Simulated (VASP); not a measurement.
# ZnO (Pm-3m) in VASP: notebook

The runs below take ZnO through single point, with r2SCAN, HSE06.

Everything below comes from runs of VASP 6.6.1. Logs are shortened: lines on timing, memory, paths and dates and some standing lists are left out, and cuts for length are marked.

**1. The cell of the first run**

Symmetry: Pm-3m, No. 221, cubic system. The conventional cell has a = 2.646 Å, b = 2.646 Å, c = 2.646 Å, α = 90.00°, β = 90.00°, γ = 90.00°. Zn (site symmetry m-3m) has 8 O at 2.29 Å and 6 Zn at 2.65 Å within 3.0 Å. Within 3.0 Å of O (site symmetry m-3m) lie 8 Zn at 2.29 Å and 6 O at 2.65 Å.

**2. Single point, r2SCAN**

POSCAR

```
ZnO
1.0
    2.6461709623      0.0000000000      0.0000000000
    0.0000000000      2.6461709623      0.0000000000
    0.0000000000      0.0000000000      2.6461709623
Zn O
1 1
Direct
    0.0000000000      0.0000000000      0.0000000000
    0.5000000000      0.5000000000      0.5000000000
```

INCAR.step1

```
ALGO = Normal
EDIFF = 1E-4
ENCUT = 520
GGA = PE
ISMEAR = -1
LASPH = True
LCHARG = False
LREAL = False
LWAVE = True
NBANDS = 16
NELM = 60
PREC = Accurate
SIGMA = 0.02
```

INCAR.step2

```
ALGO = Normal
EDIFF = 1E-6
ENCUT = 520
ISIF = 2
ISMEAR = -1
ISTART = 1
LASPH = True
LCHARG = True
LELF = True
LMIXTAU = True
LREAL = False
LVHAR = True
LWAVE = False
METAGGA = R2SCAN
NBANDS = 16
NELM = 60
PREC = Accurate
SIGMA = 0.02
```

KPOINTS

```
k-points
0
Gamma
  6 6 6
```

Potentials or basis: VASP PAW PBE potentials, release 64 (Zn, O).

Run with:

```console
> cat potpaw_PBE.64/Zn/POTCAR potpaw_PBE.64/O/POTCAR > POTCAR
> cp INCAR.step1 INCAR
> mpirun -np 1 vasp_std > vasp.out
> cp INCAR.step2 INCAR
> mpirun -np 1 vasp_std > vasp.out
```

OUTCAR:

```text
EDIFF = 1E-6
   ENCUT = 520
   ISIF = 2
   ISMEAR = -1
   ISTART = 1
   LASPH = True
   LREAL = False
   METAGGA = R2SCAN
   NELM = 60
   PREC = Accurate

 ion  position               nearest neighbor table
   1  0.000  0.000  0.000-   2 2.29   2 2.29   2 2.29   2 2.29   2 2.29   2 2.29   2 2.29   2 2.29

   2  0.500  0.500  0.500-   1 2.29   1 2.29   1 2.29   1 2.29   1 2.29   1 2.29   1 2.29   1 2.29

  LATTYP: Found a simple cubic cell.
 ALAT       =     2.6461709623

  Lattice vectors:

 A1 = (   2.6461709623,   0.0000000000,   0.0000000000)
 A2 = (   0.0000000000,   2.6461709623,   0.0000000000)
 A3 = (   0.0000000000,   0.0000000000,   2.6461709623)

Analysis of symmetry for initial positions (statically):
=====================================================================
 Subroutine PRICEL returns:
 Original cell was already a primitive cell.

 Routine SETGRP: Setting up the symmetry group for a
 simple cubic supercell.

 Subroutine GETGRP returns: Found 48 space group operations
 (whereof 48 operations were pure point group operations)
 out of a pool of 48 trial point group operations.

The static configuration has the point symmetry O_h .

Analysis of symmetry for dynamics (positions and initial velocities):
=====================================================================
 Subroutine PRICEL returns:
 Original cell was already a primitive cell.

 Routine SETGRP: Setting up the symmetry group for a
 simple cubic supercell.

 Subroutine GETGRP returns: Found 48 space group operations
 (whereof 48 operations were pure point group operations)
 out of a pool of 48 trial point group operations.

The dynamic configuration has the point symmetry O_h .

 Subroutine INISYM returns: Found 48 space group operations
 (whereof 48 operations are pure point group operations),
 and found     1 'primitive' translations

----------------------------------------------------------------------------------------

                                     Primitive cell

  volume of cell :      18.5291

  direct lattice vectors                    reciprocal lattice vectors
     2.646170962  0.000000000  0.000000000     0.377904532  0.000000000  0.000000000
     0.000000000  2.646170962  0.000000000     0.000000000  0.377904532  0.000000000
     0.000000000  0.000000000  2.646170962     0.000000000  0.000000000  0.377904532

  length of vectors
     2.646170962  2.646170962  2.646170962     0.377904532  0.377904532  0.377904532

  position of ions in fractional coordinates (direct lattice)
     0.000000000  0.000000000  0.000000000
     0.500000000  0.500000000  0.500000000

  ion indices of the primitive-cell ions
   primitive index   ion index
                 1           1
                 2           2

----------------------------------------------------------------------------------------

 KPOINTS: k-points

Automatic generation of k-mesh.
 Grid dimensions read from file:
 generate k-points for:    6    6    6

 Generating k-lattice:

  Cartesian coordinates                     Fractional coordinates (reciprocal lattice)
     0.062984089  0.000000000  0.000000000     0.166666667  0.000000000  0.000000000
     0.000000000  0.062984089  0.000000000     0.000000000  0.166666667  0.000000000
     0.000000000  0.000000000  0.062984089     0.000000000  0.000000000  0.166666667

  Length of vectors
     0.062984089  0.062984089  0.062984089

  Shift w.r.t. Gamma in fractional coordinates (k-lattice)
     0.000000000  0.000000000  0.000000000

 Subroutine IBZKPT returns following result:
 ===========================================

 Found     20 irreducible k-points:

 Following reciprocal coordinates:
            Coordinates               Weight
  0.000000  0.000000  0.000000      1.000000
  0.166667  0.000000  0.000000      6.000000
  0.333333  0.000000  0.000000      6.000000
  0.500000  0.000000  0.000000      3.000000
  0.166667  0.166667  0.000000     12.000000
  0.333333  0.166667  0.000000     24.000000
[... 12 lines left out ...]
  0.500000  0.500000  0.333333      6.000000
  0.500000  0.500000  0.500000      1.000000
   k-points           NKPTS =     20   k-points in BZ     NKDIM =     20   number of bands    NBANDS=     16
   number of dos      NEDOS =    301   number of ions     NIONS =      2
   total plane-waves  NPLWV =   8000
   dimension x,y,z NGX =    20 NGY =   20 NGZ =   20
   dimension x,y,z NGXF=    40 NGYF=   40 NGZF=   40
   ions per type =               1   1
   NGX,Y,Z   is equivalent  to a cutoff of  12.57, 12.57, 12.57 a.u.
   NGXF,Y,Z  is equivalent  to a cutoff of  25.13, 25.13, 25.13 a.u.
 SYSTEM =  unknown system
   PREC   = accura    normal or accurate (medium, high low for compatibility)
   ISTART =      1    job   : 0-new  1-cont  2-samecut
   ICHARG =      0    charge: 1-file 2-atom 10-const
   ISPIN  =      1    spin polarized calculation?
   LNONCOLLINEAR =      F non collinear calculations
   LSORBIT =      F    spin-orbit coupling
   LASPH  =      T    aspherical Exc in radial PAW
   ENCUT  =  520.0 eV  38.22 Ry    6.18 a.u.   4.92  4.92  4.92*2*pi/ulx,y,z
   NELM   =     60;   NELMIN=  2; NELMDL=  0     # of ELM steps
   EDIFF  = 0.1E-05   stopping-criterion for ELM
   LREAL  =      F    real-space projection
   EDIFFG = 0.1E-04   stopping-criterion for IOM
   NSW    =      0    number of steps for IOM
   IBRION =     -1    ionic relax: 0-MD 1-quasi-New 2-CG
   NFREE  =      0    steps in history (QN), initial steepest desc. (CG)
   ISIF   =      2    stress and relaxation
   ISYM   =      2    0-nonsym 1-usesym 2-fastsym
   POTIM  = 0.5000    time-step for ionic-motion
   TEBEG  =    0.0;   TEEND  =   0.0 temperature during run
   PSTRESS=    0.0 pullay stress
   NELECT =      18.0000    total number of electrons
   NUPDOWN=      -1.0000    fix difference up-down
   EMIN   =  10.00;   EMAX   =-10.00  energy-range for DOS
   EFERMI =   0.00;   METHOD = LEGACY
   ISMEAR =    -1;   SIGMA  =   0.02  broadening in eV -4-tet -1-fermi 0-gaus
   EFERMI_NEDOS =   21; number of points for ismear=-14 and -15
   IALGO  =     38    algorithm
   IMIX   =      4    mixing-type and parameters
     AMIX     =   0.40;   BMIX     =  1.00
     AMIX_MAG =   1.60;   BMIX_MAG =  1.00
  volume/ion in A,a.u.               =       9.26        62.52
  Fermi-wavevector in a.u.,A,eV,Ry     =   1.621366  3.063938 35.767379  2.628828
  Thomas-Fermi vector in A             =   2.715154
   LORBIT       =      0    0 simple, 1 ext, 2 COOP (PROOUT), +10 PAW based schemes
   METAGGA = R2SCAN    functional components
   LHFCALC =     F    Hartree Fock is set to
   AEXX    =    0.0000 exact exchange contribution
   IVDW    =     0    specifies the selected vdW correction
   LEPSILON=     F    determine dielectric tensor
   LRPA    =     F    only Hartree local field effects (RPA)
 non-spin polarized calculation
  energy-cutoff  :      520.00
  volume of cell :       18.53
 maximum number of plane-waves:       512
 NGX is ok and might be reduce to    20
   NGX =  9   NGY =  9   NGZ =  9

 number of electron      18.0000025 magnetization

 Free energy of the ion-electron system (eV)
  ---------------------------------------------------
  ext. energy  EPLUGINS =         0.00000000
  ---------------------------------------------------
  free energy    TOTEN  =       -16.67502468 eV

  energy without entropy =      -16.67438844  energy(sigma->0) =      -16.67470656

 E-fermi :   3.3008     XC(G=0): -13.5602

 val. band max:        3.2629691974   @ k =   0.5000   0.0000   0.0000
 cond. band min:       5.2276926739   @ k =   0.1667   0.0000   0.0000
 fundamental gap:      1.9647234765
 Fermi energy:         3.3008498576

 k-point     1 :       0.0000    0.0000    0.0000
  band No.  band energies     occupation
      1     -16.5196      2.00000
      2      -3.4249      2.00000
      3      -3.4249      2.00000
      4      -2.2798      2.00000
      5      -2.2798      2.00000
      6      -2.2798      2.00000
[... 8 lines left out ...]
     15      22.4463      0.00000
     16      37.0183      0.00000

 k-point     2 :       0.1667    0.0000    0.0000
  band No.  band energies     occupation
      1     -16.2386      2.00000
      2      -3.4376      2.00000
      3      -3.3892      2.00000
      4      -2.4708      2.00000
      5      -2.4708      2.00000
      6      -2.2703      2.00000
[... 8 lines left out ...]
     15      24.6403      0.00000
     16      31.7260      0.00000

 k-point     3 :       0.3333    0.0000    0.0000
  band No.  band energies     occupation
      1     -15.5942      2.00000
      2      -4.2999      2.00000
      3      -3.3173      2.00000
      4      -2.7979      2.00000
      5      -2.7979      2.00000
      6      -2.2511      2.00000
[... 8 lines left out ...]
     15      26.8776      0.00000
     16      29.3332      0.00000

 k-point     4 :       0.5000    0.0000    0.0000
  band No.  band energies     occupation
      1     -15.2130      2.00000
      2      -5.1125      2.00000
      3      -3.2811      2.00000
      4      -2.9420      2.00000
      5      -2.9420      2.00000
      6      -2.2415      2.00000
[... 8 lines left out ...]
     15      24.1891      0.00000
     16      32.9074      0.00000
[... 248 lines left out ...]
 k-point    18 :       0.5000    0.3333    0.3333
  band No.  band energies     occupation
      1     -14.0220      2.00000
      2      -3.8987      2.00000
      3      -3.8925      2.00000
      4      -3.2250      2.00000
      5      -2.3844      2.00000
      6      -2.1767      2.00000
[... 8 lines left out ...]
     15      25.0421      0.00000
     16      26.4386      0.00000

 k-point    19 :       0.5000    0.5000    0.3333
  band No.  band energies     occupation
      1     -13.7755      2.00000
      2      -4.0255      2.00000
      3      -4.0255      2.00000
      4      -3.7426      2.00000
      5      -2.2721      2.00000
      6      -1.9829      2.00000
[... 8 lines left out ...]
     15      26.0443      0.00000
     16      26.0443      0.00000

 k-point    20 :       0.5000    0.5000    0.5000
  band No.  band energies     occupation
      1     -13.5096      2.00000
      2      -4.2464      2.00000
      3      -4.2464      2.00000
      4      -4.2464      2.00000
      5      -1.9782      2.00000
      6      -1.9782      2.00000
[... 8 lines left out ...]
     15      25.9559      0.00000
     16      25.9559      0.00000

------------------------ aborting loop because EDIFF is reached ----------------------------------------

  FORCE on cell =-STRESS in cart. coord.  units (eV):
  Direction    XX          YY          ZZ          XY          YZ          ZX
  --------------------------------------------------------------------------------------
  -------------------------------------------------------------------------------------
  Total        0.1462109      0.1462109      0.1462109      0.0000000      0.0000000     -0.0000000
  in kB       12.6426108     12.6426108     12.6426108      0.0000000      0.0000000     -0.0000000
  external PRESSURE =      12.6426108 kB  Pullay stress =       0.0000000 kB

 VOLUME and BASIS-vectors are now :
 -----------------------------------------------------------------------------
  energy-cutoff  :      520.00
  volume of cell :       18.53
      direct lattice vectors                 reciprocal lattice vectors
     2.646170962  0.000000000  0.000000000     0.377904532  0.000000000  0.000000000
     0.000000000  2.646170962  0.000000000     0.000000000  0.377904532  0.000000000
     0.000000000  0.000000000  2.646170962     0.000000000  0.000000000  0.377904532

 POSITION                                       TOTAL-FORCE (eV/Angst)
 -----------------------------------------------------------------------------------
      0.00000      0.00000      0.00000         0.000000      0.000000      0.000000
      1.32309      1.32309      1.32309         0.000000      0.000000      0.000000
 -----------------------------------------------------------------------------------
    total drift:                               -0.000000      0.000000      0.000000

  FREE ENERGIE OF THE ION-ELECTRON SYSTEM (eV)
  ---------------------------------------------------
  free  energy   TOTEN  =       -16.6750246779 eV

  energy  without entropy=      -16.6743884375  energy(sigma->0) =      -16.67470656
```

Wall time 10 s (1 thread of Intel Xeon 6975P-C (Granite Rapids), shared host); peak memory 0.13 GiB.

Results:

| Quantity | Value |
| --- | --- |
| Free energy | -16.6750 eV |
| Pressure | 1.3 GPa |
| Band gap on the k mesh | zero (bands 9 and 10 overlap by 0.05 eV) |

Caveat: the k points lie up to 0.40 Å⁻¹ apart; semilocal functionals underestimate gaps, so a narrow gap can read as zero; the PAW data sets were made with another functional, which shifts forces and pressure a little.

**3. Single point, r2SCAN**

POSCAR is that of step 2.

INCAR.step1

```
SYSTEM = ZnO
PREC     = Accurate       ! precision mode
ENCUT    = 520            ! plane-wave cutoff, eV
ISMEAR   = -1             ! smearing method
SIGMA    = 0.02           ! smearing width, eV
LREAL    = .False.        ! projectors in reciprocal space
LASPH    = .True.         ! aspherical terms in the spheres
NELM     = 60             ! most SCF steps
NBANDS   = 16             ! bands
GGA      = PE             ! functional
ALGO     = Normal         ! electronic algorithm
EDIFF    = 1E-4           ! SCF threshold, eV
LWAVE    = .True.         ! write WAVECAR
LCHARG   = .False.        ! write CHGCAR
```

INCAR.step2

```
SYSTEM = ZnO
PREC     = Accurate       ! precision mode
ENCUT    = 520            ! plane-wave cutoff, eV
EDIFF    = 1E-6           ! SCF threshold, eV
ISMEAR   = -1             ! smearing method
SIGMA    = 0.02           ! smearing width, eV
LREAL    = .False.        ! projectors in reciprocal space
LASPH    = .True.         ! aspherical terms in the spheres
NELM     = 60             ! most SCF steps
ALGO     = Normal         ! electronic algorithm
ISIF     = 2              ! what is computed and relaxed
LWAVE    = .False.        ! write WAVECAR
LCHARG   = .True.         ! write CHGCAR
METAGGA  = R2SCAN         ! meta-GGA
LMIXTAU  = .True.       
LELF     = .True.         ! ELF
LVHAR    = .True.       
NBANDS   = 16             ! bands
ISTART   = 1
```

KPOINTS

```
Automatic mesh
0
Gamma
  6 6 6
  0 0 0
```

Potentials or basis: VASP PAW PBE potentials, release 64 (Zn, O).

Run with:

```console
> cat potpaw_PBE.64/Zn/POTCAR potpaw_PBE.64/O/POTCAR > POTCAR
> cp INCAR.step1 INCAR
> mpirun -np 1 vasp_std > vasp.out
> cp INCAR.step2 INCAR
> mpirun -np 1 vasp_std > vasp.out
```

Run time: 10 s. Hardware: 1 thread of Intel Xeon 6975P-C (Granite Rapids), shared host; peak memory 0.13 GiB.

Results (log left out):

```yaml
Free_energy: -16.6750 eV
Pressure: 1.3 GPa
Band_gap_on_the_k_mesh: zero (bands 9 and 10 overlap by 0.05 eV)
```

Levels at points of the mesh, in eV from the Fermi level:
```csv
k point,band 5,band 6,band 7,band 8,band 9,band 10,band 11,band 12,band 13,band 14
"(0.00, 0.00, 0.00)",-5.58,-5.58,-1.36,-1.36,-1.36,-0.08,15.14,15.14,19.15,19.15
"(0.50, 0.00, 0.00)",-6.24,-5.54,-4.68,-0.04,-0.04,6.03,7.53,16.95,16.95,18.38
"(0.50, 0.50, 0.00)",-5.77,-5.30,-5.22,-5.22,-0.23,3.33,11.33,11.33,17.04,22.88
"(0.50, 0.50, 0.50)",-5.28,-5.28,-1.52,-1.52,-1.52,6.25,6.25,6.25,10.70,22.66
```

Caveat: the k points lie up to 0.40 Å⁻¹ apart; semilocal functionals underestimate gaps, so a narrow gap can read as zero; the PAW data sets were made with another functional, which shifts forces and pressure a little.

**4. Single point, HSE06**

POSCAR is that of step 3.

INCAR.step1

```
SYSTEM = ZnO
  PREC = Accurate
  ENCUT = 520
  EDIFF = 1E-5
  ISMEAR = -1
  SIGMA = 0.02
  LREAL = .False.
  LASPH = .True.
  NELM = 60
  ALGO = Normal
  ISIF = 2
  LWAVE = .True.
  NBANDS = 16
  GGA = PE
```

INCAR.step2

```
SYSTEM = ZnO
  PREC = Accurate
  ENCUT = 520
  EDIFF = 1E-7
  ISMEAR = -1
  SIGMA = 0.02
  LREAL = .False.
  LASPH = .True.
  NELM = 60
  ALGO = Normal
  ISIF = 2
  LWAVE = .False.
  LCHARG = .True.
  GGA = PE
  LHFCALC = .True.
  HFSCREEN = 0.2079
  PRECFOCK = Normal
  LELF = .True.
  LVHAR = .True.
  NBANDS = 16
  ISTART = 1
```

KPOINTS

```
Automatic mesh
0
Gamma
  4 4 4
  0 0 0
```

Run with:

```console
> cat potpaw_PBE.64/Zn/POTCAR potpaw_PBE.64/O/POTCAR > POTCAR
> cp INCAR.step1 INCAR
> mpirun -np 1 vasp_std > vasp.out
> cp INCAR.step2 INCAR
> mpirun -np 1 vasp_std > vasp.out
```

Wall time 86 s (1 thread of Intel Xeon 6975P-C (Granite Rapids), shared host); peak memory 0.23 GiB.

It converged, with:

```
Free energy            : -9.7371 eV
Pressure               : 1.1 GPa
Band gap on the k mesh : 0.85 eV (least direct gap 2.17 eV)
```

Levels at points of the mesh, in eV from the valence-band top:
```csv
k point,band 5,band 6,band 7,band 8,band 9,band 10,band 11,band 12,band 13,band 14
"(0.00, 0.00, 0.00)",-6.90,-6.90,-1.32,-1.32,-1.32,0.85,16.02,16.02,20.44,20.44
"(0.50, 0.00, 0.00)",-7.51,-6.86,-5.56,0.00,0.00,6.92,8.97,18.09,18.09,19.13
"(0.50, 0.50, 0.00)",-7.05,-6.52,-5.47,-5.47,-0.13,4.36,12.57,12.57,17.95,24.23
"(0.50, 0.50, 0.50)",-6.49,-6.49,-1.77,-1.77,-1.77,7.12,7.12,7.12,12.26,23.79
```

Caveat: the k points lie up to 0.59 Å⁻¹ apart; the PAW data sets were made with another functional, which shifts forces and pressure a little.
